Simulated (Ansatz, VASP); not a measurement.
# One calculation of C, two programs

The input INCAR:

```
PREC = Accurate ; ENCUT = 1300
EDIFF = 1E-6 ; ISMEAR = 0
SIGMA = 0.01 ; LREAL = False
LASPH = True ; NELM = 120
ALGO = Normal ; ISIF = 2
LWAVE = False ; LCHARG = False
GGA = PS ; NBANDS = 16
GGA_COMPAT = False
```

KPOINTS

```
regular mesh
0
Gamma
  9 9 6
```

POSCAR

```
C
1.0
    2.4612466108      0.0000000000      0.0000000000
   -1.2306233054      2.1315020900      0.0000000000
    0.0000000000      0.0000000000      4.1625633114
C
4
Direct
    0.3333333333      0.6666666667      0.0000573175
    0.6666666667      0.3333333333      0.5000573175
    0.3333333333      0.6666666667      0.3739426825
    0.6666666667      0.3333333333      0.8739426825
```

Input for Ansatz:

```yaml
crystal:
  lattice:
    - [2.4612466108, 0.0, 0.0]
    - [-1.2306233054, 2.13150209, 0.0]
    - [0.0, 0.0, 4.1625633114]
  atoms:
    - { symbol: C, position: [0.3333333333, 0.6666666667, 5.73175e-05] }
    - { symbol: C, position: [0.6666666667, 0.3333333333, 0.5000573175] }
    - { symbol: C, position: [0.3333333333, 0.6666666667, 0.3739426825] }
    - { symbol: C, position: [0.6666666667, 0.3333333333, 0.8739426825] }
basis:
  ecutwfc: 420
kpoints:
  mp_grid: { grid: [9, 9, 6] }
  band_path:
    path:
      - [0.0, 0.0, 0.0]
      - [0.0, 0.0, 0.0]
      - [0.5, 0.0, 0.0]
      - [0.5, 0.0, 0.0]
      - [0.3333333333, 0.3333333333, 0.0]
      - [0.0, 0.0, 0.5]
      - [0.0047006348, -0.0023503174, 0.0]
      - [-0.0047006348, 0.0023503174, 0.0]
      - [0.0, 0.0, 0.0079499103]
      - [0.0, 0.0, -0.0079499103]
      - [0.0047006348, -0.0023503174, 0.0]
      - [-0.0047006348, 0.0023503174, 0.0]
      - [0.0, 0.0, 0.0079499103]
      - [0.0, 0.0, -0.0079499103]
    npoints: 1
hamiltonian:
  xc: pbesol
  pseudopotentials: { kind: paw, azcp: { folder: soft_1 } }
scf:
  occupations: { method: fixed }
  n_extra_bands: 6
output:
  forces: true
  stress: true
  eigenvalues: true
```

Alike in both runs: task single point; functional PBEsol; k mesh 9 × 9 × 6; no spin polarisation.

|  | VASP | Ansatz |
| --- | --- | --- |
| version | VASP 6.6.1 | Ansatz 0.2.0 |
| potentials or method | VASP PAW PBE potentials, release 64 (C_h), cutoff 1300 eV | scalar-relativistic, plane waves, PAW |
| occupations | gaussian, width 0.01 eV | fixed |
| valence electrons in the cell | 16 | 16 |

Ansatz gave:

* gap on the k mesh at the Fermi level (eV): 2.89
* least direct gap on the mesh (eV): 4.96
* pressure (GPa): 14.2
* traceless stress, the component that is largest in VASP (GPa): -14.16

**Question.** What did VASP give for the same quantities?

**Answer.** gap on the k mesh at the Fermi level (eV): 2.88; least direct gap on the mesh (eV): 4.96; pressure (GPa): 14.4; traceless stress, the component that is largest in VASP (GPa): -14.23.

VASP's potentials were made for PBE, not for PBEsol, and Ansatz warns of the same on its side.
